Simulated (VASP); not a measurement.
# Be (Fmmm) in VASP: single point with PBE

Aim: the single point of Be with PBE.

All numbers are computed with VASP 6.6.1; they aren't measurements. Logs are shortened: lines on timing, memory, paths and dates and some standing lists are left out, and cuts for length are marked.

## 1. The cell of the first run

Symmetry: Fmmm, No. 69, orthorhombic system. Conventional cell: a = 2.271 Å, b = 3.628 Å, c = 8.657 Å, α = 90.00°, β = 90.00°, γ = 90.00°. Be (site symmetry mm2) has 11 Be at 2.14 to 2.60 Å within 2.8 Å.

## 2. Single point, PBE

Input file INCAR:

```
PREC = Accurate
ENCUT = 520
EDIFF = 1E-6
ISMEAR = 0
SIGMA = 0.1
LREAL = False
LASPH = True
NELM = 80
ALGO = Fast
ISIF = 2
LWAVE = False
LCHARG = False
GGA = PE
NBANDS = 9
```

Input file KPOINTS:

```
regular mesh
0
Gamma
  22 22 22
```

Input file POSCAR:

```
Be
1.0
    0.0000000000      1.8139553878      4.3282932131
    1.1357050749      0.0000000000      4.3282932131
    1.1357050749      1.8139553878      0.0000000000
Be
2
Direct
    0.8577319145      0.8577319145      0.1422680855
    0.1422680855      0.1422680855      0.8577319145
```

Potentials or basis: VASP PAW PBE potentials, release 64 (Be).

Launch:

```
cat potpaw_PBE.64/Be/POTCAR > POTCAR
mpirun -np 1 vasp_std > vasp.out
```

OUTCAR:

```text
PREC = Accurate
   ENCUT = 520
   EDIFF = 1E-6
   ISMEAR = 0
   LREAL = False
   LASPH = True
   NELM = 80
   ISIF = 2
   GGA = PE

 ion  position               nearest neighbor table
   1  0.858  0.858  0.142-   2 2.18   2 2.18
   2  0.142  0.142  0.858-   1 2.18   1 2.18

  LATTYP: Found a face centered orthorhombic cell.
 ALAT       =     2.2714101498
 B/A-ratio  =     1.5972063768
 C/A-ratio  =     3.8111066938

  Lattice vectors:

 A1 = (   0.0000000000,   1.8139553878,   4.3282932131)
 A2 = (   1.1357050749,   0.0000000000,   4.3282932131)
 A3 = (   1.1357050749,   1.8139553878,   0.0000000000)

Analysis of symmetry for initial positions (statically):
=====================================================================
 Subroutine PRICEL returns:
 Original cell was already a primitive cell.

 Routine SETGRP: Setting up the symmetry group for a
 face centered orthorhombic supercell.

 Subroutine GETGRP returns: Found  8 space group operations
 (whereof  8 operations were pure point group operations)
 out of a pool of  8 trial point group operations.

The static configuration has the point symmetry D_2h.

Analysis of symmetry for dynamics (positions and initial velocities):
=====================================================================
 Subroutine PRICEL returns:
 Original cell was already a primitive cell.

 Routine SETGRP: Setting up the symmetry group for a
 face centered orthorhombic supercell.

 Subroutine GETGRP returns: Found  8 space group operations
 (whereof  8 operations were pure point group operations)
 out of a pool of  8 trial point group operations.

The dynamic configuration has the point symmetry D_2h.

 Subroutine INISYM returns: Found  8 space group operations
 (whereof  8 operations are pure point group operations),
 and found     1 'primitive' translations

----------------------------------------------------------------------------------------

                                     Primitive cell

  volume of cell :      17.8336

  direct lattice vectors                    reciprocal lattice vectors
     0.000000000  1.813955388  4.328293213    -0.440255143  0.275640737  0.115518976
     1.135705075  0.000000000  4.328293213     0.440255143 -0.275640737  0.115518976
     1.135705075  1.813955388  0.000000000     0.440255143  0.275640737 -0.115518976

  length of vectors
     4.693032739  4.474812639  2.140154239     0.532115627  0.532115627  0.532115627

  position of ions in fractional coordinates (direct lattice)
     0.857731915  0.857731915  0.142268085
     0.142268085  0.142268085  0.857731915

  ion indices of the primitive-cell ions
[... 83 lines left out ...]
   POTIM  = 0.5000    time-step for ionic-motion
   TEBEG  =    0.0;   TEEND  =   0.0 temperature during run
   PSTRESS=    0.0 pullay stress
   NELECT =       4.0000    total number of electrons
   NUPDOWN=      -1.0000    fix difference up-down
   EMIN   =  10.00;   EMAX   =-10.00  energy-range for DOS
   EFERMI =   0.00;   METHOD = LEGACY
   ISMEAR =     0;   SIGMA  =   0.10  broadening in eV -4-tet -1-fermi 0-gaus
   EFERMI_NEDOS =   21; number of points for ismear=-14 and -15
   IALGO  =     68    algorithm
   IMIX   =      4    mixing-type and parameters
     AMIX     =   0.40;   BMIX     =  1.00
     AMIX_MAG =   1.60;   BMIX_MAG =  1.00
  volume/ion in A,a.u.               =       8.92        60.17
  Fermi-wavevector in a.u.,A,eV,Ry     =   0.994677  1.879666 13.461352  0.989381
  Thomas-Fermi vector in A             =   2.126644
   LORBIT       =      0    0 simple, 1 ext, 2 COOP (PROOUT), +10 PAW based schemes
   GGA     = PE    functional components
   LHFCALC =     F    Hartree Fock is set to
   AEXX    =    0.0000 exact exchange contribution
   IVDW    =     0    specifies the selected vdW correction
   LEPSILON=     F    determine dielectric tensor
   LRPA    =     F    only Hartree local field effects (RPA)
 non-spin polarized calculation
 RMM-DIIS sequential band-by-band and
 Gauss-broadening in eV      SIGMA  =   0.10
  energy-cutoff  :      520.00
  volume of cell :       17.83
 maximum number of plane-waves:       496
   NGX = 17   NGY = 17   NGZ =  7

 number of electron       4.0000000 magnetization

 Free energy of the ion-electron system (eV)
  ---------------------------------------------------
  ext. energy  EPLUGINS =         0.00000000
  ---------------------------------------------------
  free energy    TOTEN  =        -6.87273575 eV

  energy without entropy =       -6.87097848  energy(sigma->0) =       -6.87185711

 E-fermi :   5.6077     XC(G=0): -10.1520

 val. band max:        5.6064667179   @ k =  -0.2273   0.0000   0.0455
 cond. band min:       5.6078682996   @ k =  -0.0455   0.2273   0.1818
 fundamental gap:      0.0014015817
 Fermi energy:         5.6076579499

 k-point     1 :       0.0000    0.0000    0.0000
  band No.  band energies     occupation
      1      -4.7678      2.00000
      2       0.6478      2.00000
      3       3.2198      2.00000
      4      19.5754      0.00000
      5      23.6377      0.00000
      6      25.3203      0.00000
      7      25.6093      0.00000
      8      26.0234      0.00000
      9      26.4131      0.00000
[... 265 lines left out ...]
 k-point    24 :      -0.4545    0.0455    0.0000
  band No.  band energies     occupation
      1       1.9890      2.00000
      2       3.0512      2.00000
      3       7.4578      0.00000
      4      10.1332      0.00000
      5      13.0982      0.00000
      6      15.9266      0.00000
      7      20.1186      0.00000
      8      20.9649      0.00000
      9      22.1868      0.00000

 [... further k-points ...]

------------------------ aborting loop because EDIFF is reached ----------------------------------------

  FORCE on cell =-STRESS in cart. coord.  units (eV):
  Direction    XX          YY          ZZ          XY          YZ          ZX
  --------------------------------------------------------------------------------------
  -------------------------------------------------------------------------------------
  Total        0.0228581      0.0204780      0.0081506     -0.0000000      0.0000000      0.0000000
  in kB        2.0535805      1.8397506      0.7322517     -0.0000000      0.0000000      0.0000000
  external PRESSURE =       1.5418609 kB  Pullay stress =       0.0000000 kB

 VOLUME and BASIS-vectors are now :
 -----------------------------------------------------------------------------
  energy-cutoff  :      520.00
  volume of cell :       17.83
      direct lattice vectors                 reciprocal lattice vectors
     0.000000000  1.813955388  4.328293213    -0.440255143  0.275640737  0.115518976
     1.135705075  0.000000000  4.328293213     0.440255143 -0.275640737  0.115518976
     1.135705075  1.813955388  0.000000000     0.440255143  0.275640737 -0.115518976

 POSITION                                       TOTAL-FORCE (eV/Angst)
 -----------------------------------------------------------------------------------
      1.13571      1.81396      7.42503         0.000000      0.000000      0.006951
      1.13571      1.81396      1.23156         0.000000      0.000000     -0.006951
 -----------------------------------------------------------------------------------
    total drift:                               -0.000000     -0.000000      0.000000

  FREE ENERGIE OF THE ION-ELECTRON SYSTEM (eV)
  ---------------------------------------------------
  free  energy   TOTEN  =        -6.8727357477 eV

  energy  without entropy=       -6.8709784808  energy(sigma->0) =       -6.87185711
```

It took 2 min on 1 thread of Intel Xeon Platinum 8488C (Sapphire Rapids), shared host; peak memory 0.32 GiB.

What came out:

- Free energy: -6.8727 eV
- Pressure: 0.2 GPa
- Largest force: 0.007 eV/Å
- Band gap on the k mesh: zero (bands 2 and 3 overlap by 4.49 eV)

Forces on the atoms (eV/Å):
```
Be   0.000  0.000  0.007
Be   0.000  0.000 -0.007
```

Levels at points of the mesh, in eV from the Fermi level:
```csv
k point,band 1,band 2,band 3,band 4,band 5,band 6,band 7
"(0.00, 0.00, 0.00)",-10.38,-4.96,-2.39,13.97,18.03,19.71,20.00
"(0.50, 0.00, 0.00)",-3.62,-2.56,1.86,4.49,7.59,10.21,14.51
"(0.50, 0.50, 0.00)",-9.44,-7.97,3.11,6.43,17.45,20.09,21.05
"(0.50, 0.00, 0.50)",-3.67,1.52,1.72,4.19,8.83,9.70,10.93
"(0.00, 0.50, 0.50)",-2.71,-0.69,1.91,3.19,10.19,12.57,14.58
```
